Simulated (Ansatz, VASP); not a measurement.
**AlNi5 in VASP and in Ansatz**

```
CELL_PARAMETERS angstrom
2.59225 0.00000 0.00000
0.00000 2.59225 0.00000
0.00000 0.00000 10.06308
ATOMIC_POSITIONS crystal
Al 0.00000 0.00000 0.00000
Ni 0.50000 0.50000 0.16590
Ni 0.00000 0.00000 0.33617
Ni 0.50000 0.50000 0.50000
Ni 0.00000 0.00000 0.66383
Ni 0.50000 0.50000 0.83410
```

Alike in both runs: functional PBE; k mesh 6 × 6 × 2; occupations gaussian, width 0.1 eV; collinear spin.

Ansatz relaxed the structure, and its values are those at the end. VASP's run is a single point on that final structure, the one shown.

|  | VASP | Ansatz |
| --- | --- | --- |
| version | VASP 6.6.1 | Ansatz 0.2.0 |
| potentials or method | VASP PAW PBE potentials, release 64 (Al, Ni), cutoff 520 eV | scalar-relativistic, plane waves, PAW |
| valence electrons in the cell | 53 | 93 |

Ansatz gave:

* gap on the k mesh at the Fermi level (eV): none
* pressure (GPa): 0.0
* net moment per atom (μB): 0.26
* size of the moment on the site where the two differ most (μB): 0.63

Q: What did VASP give for the same quantities?

A: gap on the k mesh at the Fermi level (eV): none; pressure (GPa): 0.1; net moment per atom (μB): 0.26; size of the moment on the site where the two differ most (μB): 0.60.

Site moments also hang on the region over which each program counts them. A gap of «none» marks a metal or a gap that the smearing closes. With one functional, cell and mesh, what is left measures potentials, basis and numerics. VASP's potentials hold 53 valence electrons a cell and Ansatz's 93, so a difference there can come from the potentials and not from the codes.

The k mesh is coarse, so the values compare programs but aren't converged.
